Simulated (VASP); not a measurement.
Here is a VASP 6.6.1 calculation.

File INCAR:

```
  ALGO = Normal
  EDIFF = 1E-7
  EDIFFG = -0.005
  ENCUT = 600
  GGA = PE
  IBRION = 2
  ISIF = 3
  ISMEAR = -1
  LASPH = True
  LCHARG = False
  LREAL = False
  LWAVE = False
  NELM = 60
  NSW = 60
  PREC = Accurate
  PSTRESS = 2000.0
  SIGMA = 0.1
```

File KPOINTS:

```
k-points
0
Gamma
  18 18 18
```

The input POSCAR:

```
Zr
1.0
   -2.1926010973      2.1926010973      1.2059306035
    2.1926010973     -2.1926010973      1.2059306035
    2.1926010973      2.1926010973     -1.2059306035
Zr
2
Direct
   -0.3750000000     -0.1250000000     -0.2500000000
    0.3750000000      0.1250000000      0.2500000000
```

Potentials or basis: VASP PAW PBE potentials, release 64 (Zr_sv).

Run with:

```bash
$ cat potpaw_PBE.64/Zr_sv/POTCAR > POTCAR
$ mpirun -np 1 vasp_std > vasp.out
```

Problem. Predict the band gap on the k mesh.

Solution. Zero (band 12 reaches 19.89 eV, above the bottom of band 13 at 16.40 eV).

Problem. Estimate the relaxed cell.

Solution. a = 3.347 Å, b = 3.347 Å, c = 3.347 Å, α = 97.66°, β = 97.66°, γ = 137.19°.

Problem. Predict the relaxed volume.

Solution. 11.86 Å³/atom.

Problem. What does it give for the space group after relaxing (to 0.05 Å)?

Solution. I4_1/amd (No. 141).

Step by step:
| step | energy change (eV) | largest force (eV/Å) | pressure (GPa) | volume (Å³) |
| --- | --- | --- | --- | --- |
| 1 | 0.0000 | 0.0000 | 216.60 | 23.19 |
| 2 | -4.2863 | 0.0000 | 116.81 | 27.46 |
| 3 | -0.7559 | 0.0000 | 198.38 | 23.77 |
| 4 | -0.6992 | 0.0000 | 199.74 | 23.73 |
| 5 | -0.6806 | 0.0000 | 200.28 | 23.71 |
| 6 | -0.6902 | 0.0000 | 200.01 | 23.72 |

Caveat: the cell is relaxed towards a set pressure, so the enthalpy falls and the energy may rise.
